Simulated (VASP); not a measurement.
# ZrS2 (P-3m1) in VASP: a series of runs

Runs on ZrS2. Level: r2SCAN. Tasks: single point.

All numbers are computed with VASP 6.6.1; they aren't measurements. Logs are shortened: lines on timing, memory, paths and dates and some standing lists are left out, and cuts for length are marked.

## 1. The cell of the first run

Symmetry: P-3m1, No. 164, trigonal system. Conventional cell: a = 3.674 Å, b = 3.674 Å, c = 5.857 Å, α = 90.00°, β = 90.00°, γ = 120.00°. Zr (site symmetry -3m) has 6 S at 2.57 Å within 3.4 Å. Within 3.4 Å of S (site symmetry 3m) lie 3 Zr at 2.57 Å.

## 2. Single point, r2SCAN, non-collinear spin, zero start, spin-orbit coupling

POSCAR reads:

```
ZrS2
1.0
    3.6743990850      0.0000000000      0.0000000000
   -1.8371995425      3.1821229513      0.0000000000
    0.0000000000      0.0000000000      5.8568562742
Zr S
1 2
Direct
    0.0000000000      0.0000000000      0.0000000000
    0.3333333333      0.6666666667      0.2462324599
    0.6666666667      0.3333333333      0.7537675401
```

INCAR.step1 reads:

```
SYSTEM = ZrS2
PREC = Accurate
ENCUT = 550
ISMEAR = -1
SIGMA = 0.02
LREAL = .False.
LASPH = .True.
NELM = 200
MAGMOM = 0 0 0 0 0 0 0 0 0
LSORBIT = .True.
GGA_COMPAT = .False.
LMAXMIX = 4
NBANDS = 37
GGA = PE
ALGO = Normal
EDIFF = 1E-5
LWAVE = .True.
LCHARG = .False.
```

INCAR.step2 reads:

```
SYSTEM = ZrS2
PREC = Accurate
ENCUT = 550
EDIFF = 1E-6
ISMEAR = -1
SIGMA = 0.02
LREAL = .False.
LASPH = .True.
NELM = 200
ALGO = Normal
ISIF = 2
LWAVE = .False.
LCHARG = .False.
MAGMOM = 0 0 0 0 0 0 0 0 0
LORBIT = 11
LSORBIT = .True.
GGA_COMPAT = .False.
LORBMOM = .True.
LMAXMIX = 4
METAGGA = R2SCAN
LMIXTAU = .True.
NBANDS = 37
ISTART = 1
```

KPOINTS reads:

```
regular mesh
0
Gamma
  12 12 4
  0 0 0
```

Potentials or basis: VASP PAW PBE potentials, release 64 (Zr_sv, S).

Launch:

```console
cat potpaw_PBE.64/Zr_sv/POTCAR potpaw_PBE.64/S/POTCAR > POTCAR
cp INCAR.step1 INCAR
mpirun -np 1 vasp_ncl > vasp.out
cp INCAR.step2 INCAR
mpirun -np 1 vasp_ncl > vasp.out
```

OUTCAR:

```text
SYSTEM = ZrS2
   PREC = Accurate
   ENCUT = 550
   EDIFF = 1E-6
   ISMEAR = -1
   LREAL = .False.
   LASPH = .True.
   NELM = 200
   ISIF = 2
   LORBIT = 11
   LSORBIT = .True.
   METAGGA = R2SCAN
   ISTART = 1

 ion  position               nearest neighbor table
   1  0.000  0.000  0.000-   2 2.57   3 2.57   3 2.57   2 2.57   3 2.57   2 2.57
   2  0.333  0.667  0.246-   1 2.57   1 2.57   1 2.57
   3  0.667  0.333  0.754-   1 2.57   1 2.57   1 2.57

  LATTYP: Found a hexagonal cell.
 ALAT       =     3.6743990850
 C/A-ratio  =     1.5939630233

  Lattice vectors:

 A1 = (   3.6743990850,   0.0000000000,   0.0000000000)
 A2 = (  -1.8371995425,   3.1821229513,   0.0000000000)
 A3 = (   0.0000000000,   0.0000000000,   5.8568562742)

Analysis of symmetry for initial positions (statically):
=====================================================================
 Subroutine PRICEL returns:
 Original cell was already a primitive cell.

 Routine SETGRP: Setting up the symmetry group for a
 hexagonal supercell.

 Subroutine GETGRP returns: Found 12 space group operations
 (whereof 12 operations were pure point group operations)
 out of a pool of 24 trial point group operations.

The static configuration has the point symmetry D_3d.

Analysis of symmetry for dynamics (positions and initial velocities):
=====================================================================
 Subroutine PRICEL returns:
 Original cell was already a primitive cell.

 Routine SETGRP: Setting up the symmetry group for a
 hexagonal supercell.

 Subroutine GETGRP returns: Found 12 space group operations
 (whereof 12 operations were pure point group operations)
 out of a pool of 24 trial point group operations.

The dynamic configuration has the point symmetry D_3d.

Analysis of structural, dynamic, and magnetic symmetry:
=====================================================================
 Subroutine PRICEL returns:
 Original cell was already a primitive cell.

 Routine SETGRP: Setting up the symmetry group for a
 hexagonal supercell.

 Subroutine GETGRP returns: Found 12 space group operations
 (whereof 12 operations were pure point group operations)
 out of a pool of 24 trial point group operations.

The overall configuration has the point symmetry D_3d.

 Subroutine INISYM returns: Found 12 space group operations
 (whereof 12 operations are pure point group operations),
 and found     1 'primitive' translations

----------------------------------------------------------------------------------------

                                     Primitive cell
[... 1113 lines left out ...]
      1.83720      1.06071      4.41471        -0.000000      0.000000      0.034158
 -----------------------------------------------------------------------------------
    total drift:                                0.000000     -0.000000     -0.000000

  FREE ENERGIE OF THE ION-ELECTRON SYSTEM (eV)
  ---------------------------------------------------
  free  energy   TOTEN  =       -44.2186261147 eV

  energy  without entropy=      -44.2186261147  energy(sigma->0) =      -44.21862611

 orbital moment (x)

 # of ion     p       d       tot
 ----------------------------------------
  1         0.000   0.000   0.000
  2        -0.000   0.000  -0.000
  3        -0.000   0.000  -0.000
 ----------------------------------------
           -0.000   0.000  -0.000

 orbital moment (y)

 # of ion     p       d       tot
 ----------------------------------------
  1        -0.000   0.000  -0.000
  2        -0.000   0.000  -0.000
  3        -0.000   0.000  -0.000
 ----------------------------------------
           -0.000   0.000  -0.000

 orbital moment (z)

 # of ion     p       d       tot
 ----------------------------------------
  1         0.000   0.000   0.000
  2         0.000   0.000   0.000
  3         0.000   0.000   0.000
 ----------------------------------------
            0.000   0.000   0.000

 Spin-Orbit-Coupling matrix elements

 Ion:    1  E_soc:     -0.1308792
 l=   1
     0.0000000    -0.0212624    -0.0212898
    -0.0212624     0.0000000    -0.0212624
    -0.0212898    -0.0212624     0.0000000
 l=   2
     0.0000000    -0.0001253     0.0000000    -0.0001253    -0.0003930
    -0.0001253     0.0000000    -0.0002864    -0.0001580    -0.0001253
     0.0000000    -0.0002864     0.0000000    -0.0002864     0.0000000
    -0.0001253    -0.0001580    -0.0002864     0.0000000    -0.0001253
    -0.0003930    -0.0001253     0.0000000    -0.0001253     0.0000000
 l=   3
     0.0000000     0.0000000     0.0000000     0.0000000     0.0000000     0.0000000     0.0000000
     0.0000000     0.0000000     0.0000000     0.0000000     0.0000000     0.0000000     0.0000000
     0.0000000     0.0000000     0.0000000     0.0000000     0.0000000     0.0000000     0.0000000
     0.0000000     0.0000000     0.0000000     0.0000000     0.0000000     0.0000000     0.0000000
[... 29 lines left out ...]
 l=   2
     0.0000000     0.0000000     0.0000000     0.0000000     0.0000000
     0.0000000     0.0000000     0.0000000     0.0000000     0.0000000
     0.0000000     0.0000000     0.0000000     0.0000000     0.0000000
     0.0000000     0.0000000     0.0000000     0.0000000     0.0000000
     0.0000000     0.0000000     0.0000000     0.0000000     0.0000000
 l=   3
     0.0000000     0.0000000     0.0000000     0.0000000     0.0000000     0.0000000     0.0000000
     0.0000000     0.0000000     0.0000000     0.0000000     0.0000000     0.0000000     0.0000000
     0.0000000     0.0000000     0.0000000     0.0000000     0.0000000     0.0000000     0.0000000
     0.0000000     0.0000000     0.0000000     0.0000000     0.0000000     0.0000000     0.0000000
     0.0000000     0.0000000     0.0000000     0.0000000     0.0000000     0.0000000     0.0000000
     0.0000000     0.0000000     0.0000000     0.0000000     0.0000000     0.0000000     0.0000000
     0.0000000     0.0000000     0.0000000     0.0000000     0.0000000     0.0000000     0.0000000

 total charge

# of ion       s       p       d       tot
------------------------------------------
    1        2.166   6.026   1.379   9.570
    2        1.334   2.447   0.000   3.781
    3        1.334   2.447   0.000   3.781
--------------------------------------------------
tot          4.834  10.919   1.379  17.132

 magnetization (x)

# of ion       s       p       d       tot
------------------------------------------
    1        0.000   0.000   0.000   0.000
    2        0.000   0.000   0.000   0.000
    3        0.000   0.000   0.000   0.000
--------------------------------------------------
tot          0.000   0.000   0.000   0.000

 magnetization (y)

# of ion       s       p       d       tot
------------------------------------------
    1        0.000   0.000   0.000   0.000
    2        0.000   0.000   0.000   0.000
    3        0.000   0.000   0.000   0.000
--------------------------------------------------
tot          0.000   0.000   0.000   0.000

 magnetization (z)

# of ion       s       p       d       tot
------------------------------------------
    1        0.000   0.000   0.000   0.000
    2        0.000   0.000   0.000   0.000
    3        0.000   0.000   0.000   0.000
--------------------------------------------------
tot          0.000   0.000   0.000   0.000
```

OUTCAR.step1:

```text
SYSTEM = ZrS2
   PREC = Accurate
   ENCUT = 550
   ISMEAR = -1
   LREAL = .False.
   LASPH = .True.
[... 1249 lines left out ...]
     0.0000000     0.0000000     0.0000000     0.0000000     0.0000000     0.0000000     0.0000000
     0.0000000     0.0000000     0.0000000     0.0000000     0.0000000     0.0000000     0.0000000
     0.0000000     0.0000000     0.0000000     0.0000000     0.0000000     0.0000000     0.0000000
     0.0000000     0.0000000     0.0000000     0.0000000     0.0000000     0.0000000     0.0000000
     0.0000000     0.0000000     0.0000000     0.0000000     0.0000000     0.0000000     0.0000000
     0.0000000     0.0000000     0.0000000     0.0000000     0.0000000     0.0000000     0.0000000

=======================================================================

 ========================================================
```

Wall time 30 min (1 thread of Intel Xeon Platinum 8259CL at 2.50GHz (Skylake/Cascade Lake), shared host); peak memory 0.57 GiB.

Results:

```yaml
Free_energy: -44.2186 eV
Pressure: 0.9 GPa
Largest_force: 0.034 eV/Å
Net_moment: 0.00 μB per cell
Valence_electrons_inside_the_program's_atomic_spheres: Zr 9.57; S 3.78
```

Forces on the atoms (eV/Å):
```
Zr   0.000  0.000  0.000
S    0.000  0.000 -0.034
S    0.000  0.000  0.034
```

Moments on the atoms (μB; x, y, z):
```
Zr  0.00 0.00 0.00
S   0.00 0.00 0.00
S   0.00 0.00 0.00
```

Caveat: the PAW data sets were made with another functional, which shifts forces and pressure a little.

## 3. Single point, r2SCAN, non-collinear spin, zero start, spin-orbit coupling (uniaxial z strain -4.0%)

POSCAR reads:

```
ZrS2
1.0
    3.6743990850      0.0000000000      0.0000000000
   -1.8371995425      3.1821229513      0.0000000000
    0.0000000000      0.0000000000      5.6225820232
Zr S
1 2
Direct
    0.0000000000      0.0000000000      0.0000000000
    0.3333333333      0.6666666667      0.2548363763
    0.6666666667      0.3333333333      0.7451636237
```

INCAR.step1 reads:

```
SYSTEM = ZrS2
PREC = Accurate
ENCUT = 550
ISMEAR = -1
SIGMA = 0.02
LREAL = .FALSE.
LASPH = .TRUE.
NELM = 200
MAGMOM = 0 0 0 0 0 0 0 0 0
LSORBIT = .TRUE.
GGA_COMPAT = .FALSE.
LMAXMIX = 4
NBANDS = 37
GGA = PE
ALGO = Normal
EDIFF = 1E-5
LWAVE = .TRUE.
LCHARG = .FALSE.
```

INCAR.step2 reads:

```
SYSTEM = ZrS2
PREC = Accurate
ENCUT = 550
EDIFF = 1E-6
ISMEAR = -1
SIGMA = 0.02
LREAL = .FALSE.
LASPH = .TRUE.
NELM = 200
ALGO = Normal
ISIF = 2
LWAVE = .FALSE.
LCHARG = .FALSE.
MAGMOM = 0 0 0 0 0 0 0 0 0
LORBIT = 11
LSORBIT = .TRUE.
GGA_COMPAT = .FALSE.
LORBMOM = .TRUE.
LMAXMIX = 4
METAGGA = R2SCAN
LMIXTAU = .TRUE.
NBANDS = 37
ISTART = 1
```

KPOINTS reads:

```
regular mesh
0
G
  12 12 4
  0 0 0
```

Potentials or basis: VASP PAW PBE potentials, release 64 (Zr_sv, S).

Launch:

```console
cat potpaw_PBE.64/Zr_sv/POTCAR potpaw_PBE.64/S/POTCAR > POTCAR
cp INCAR.step1 INCAR
mpirun -np 1 vasp_ncl > vasp.out
cp INCAR.step2 INCAR
mpirun -np 1 vasp_ncl > vasp.out
```

OUTCAR:

```text
SYSTEM = ZrS2
   PREC = Accurate
   ENCUT = 550
   EDIFF = 1E-6
   ISMEAR = -1
   LREAL = .FALSE.
   LASPH = .TRUE.
   NELM = 200
   ISIF = 2
   LORBIT = 11
   LSORBIT = .TRUE.
   METAGGA = R2SCAN
   ISTART = 1

 ion  position               nearest neighbor table
   1  0.000  0.000  0.000-   2 2.56   3 2.56   3 2.56   2 2.56   3 2.56   2 2.56
   2  0.333  0.667  0.255-   1 2.56   1 2.56   1 2.56
   3  0.667  0.333  0.745-   1 2.56   1 2.56   1 2.56

  LATTYP: Found a hexagonal cell.
 ALAT       =     3.6743990850
 C/A-ratio  =     1.5302045023

  Lattice vectors:

 A1 = (   3.6743990850,   0.0000000000,   0.0000000000)
 A2 = (  -1.8371995425,   3.1821229513,   0.0000000000)
 A3 = (   0.0000000000,   0.0000000000,   5.6225820232)

Analysis of symmetry for initial positions (statically):
=====================================================================
[... 1260 lines left out ...]
     0.0000000     0.0000000     0.0000000     0.0000000     0.0000000     0.0000000     0.0000000
     0.0000000     0.0000000     0.0000000     0.0000000     0.0000000     0.0000000     0.0000000
     0.0000000     0.0000000     0.0000000     0.0000000     0.0000000     0.0000000     0.0000000

 total charge

# of ion       s       p       d       tot
------------------------------------------
    1        2.166   6.027   1.388   9.581
    2        1.335   2.450   0.000   3.785
    3        1.335   2.450   0.000   3.785
--------------------------------------------------
tot          4.836  10.927   1.388  17.151

 magnetization (x)

# of ion       s       p       d       tot
------------------------------------------
    1        0.000   0.000   0.000   0.000
    2        0.000   0.000   0.000   0.000
    3        0.000   0.000   0.000   0.000
--------------------------------------------------
tot          0.000   0.000   0.000   0.000

 magnetization (y)

# of ion       s       p       d       tot
------------------------------------------
    1        0.000   0.000  -0.000  -0.000
    2        0.000   0.000   0.000   0.000
    3        0.000   0.000   0.000   0.000
--------------------------------------------------
tot          0.000   0.000  -0.000  -0.000

 magnetization (z)

# of ion       s       p       d       tot
------------------------------------------
    1        0.000   0.000  -0.000   0.000
    2        0.000   0.000   0.000   0.000
    3        0.000   0.000   0.000   0.000
--------------------------------------------------
tot          0.000   0.000  -0.000   0.000
```

OUTCAR.step1:

```text
SYSTEM = ZrS2
   PREC = Accurate
   ENCUT = 550
   ISMEAR = -1
   LREAL = .FALSE.
   LASPH = .TRUE.
[... 1249 lines left out ...]
     0.0000000     0.0000000     0.0000000     0.0000000     0.0000000     0.0000000     0.0000000
     0.0000000     0.0000000     0.0000000     0.0000000     0.0000000     0.0000000     0.0000000
     0.0000000     0.0000000     0.0000000     0.0000000     0.0000000     0.0000000     0.0000000
     0.0000000     0.0000000     0.0000000     0.0000000     0.0000000     0.0000000     0.0000000
     0.0000000     0.0000000     0.0000000     0.0000000     0.0000000     0.0000000     0.0000000
     0.0000000     0.0000000     0.0000000     0.0000000     0.0000000     0.0000000     0.0000000

=======================================================================

 ========================================================
```

OSZICAR.step1:

```text
N       E                     dE             d eps       ncg     rms          rms(c)
DAV:   1     0.189722638378E+03    0.18972E+03   -0.11868E+04  5106   0.126E+03
DAV:   2    -0.843615164564E+01   -0.19816E+03   -0.18809E+03  6252   0.311E+02
DAV:   3    -0.225679461476E+02   -0.14132E+02   -0.13950E+02  7628   0.726E+01
DAV:   4    -0.235056354547E+02   -0.93769E+00   -0.93455E+00  7712   0.152E+01
DAV:   5    -0.235367200195E+02   -0.31085E-01   -0.31082E-01  7084   0.225E+00    0.169E+01
DAV:   6    -0.214700964644E+02    0.20666E+01   -0.35924E+00  5651   0.143E+01    0.764E+00
DAV:   7    -0.214258725888E+02    0.44224E-01   -0.63447E-01  7542   0.426E+00    0.415E+00
DAV:   8    -0.214327144930E+02   -0.68419E-02   -0.86831E-02  6585   0.183E+00    0.746E-01
DAV:   9    -0.214323169829E+02    0.39751E-03   -0.10914E-02  6802   0.650E-01    0.641E-01
DAV:  10    -0.214325572043E+02   -0.24022E-03   -0.15399E-03  6891   0.277E-01    0.191E-01
DAV:  11    -0.214326100521E+02   -0.52848E-04   -0.12904E-04  7138   0.903E-02    0.105E-01
DAV:  12    -0.214325940801E+02    0.15972E-04   -0.28182E-05  6124   0.448E-02    0.332E-02
DAV:  13    -0.214326039438E+02   -0.98638E-05   -0.15977E-05  5216   0.275E-02
   1 F= -.21432604E+02 E0= -.21432604E+02  d E =-.302128E-09  mag=    -0.0000    -0.0000    -0.0000
```

Run time: 74 min. Hardware: 1 thread of AMD EPYC, shared host; peak memory 0.53 GiB.

What came out:

| Property | Result |
| --- | --- |
| Free energy | -44.1825 eV |
| Pressure | 1.9 GPa |
| Largest force | 0.040 eV/Å |
| Net moment | 0.00 μB per cell |
| Valence electrons inside the program's atomic spheres | Zr 9.58; S 3.79 |

Forces in eV/Å, atoms in the order of the input:
```
Zr   0.000  0.000  0.000
S    0.000  0.000 -0.040
S    0.000  0.000  0.040
```

Stress tensor (GPa, compression positive):
```
1.39 0.00 0.00
0.00 1.39 0.00
0.00 0.00 3.01
```

Moments on the atoms (μB; x, y, z):
```
Zr  0.00 0.00 0.00
S   0.00 0.00 0.00
S   0.00 0.00 0.00
```

Caveat: the cell differs from its parent crystal (uniaxial z strain -4.0%); the PAW data sets were made with another functional, which shifts forces and pressure a little.

[end of part 1 of 2]
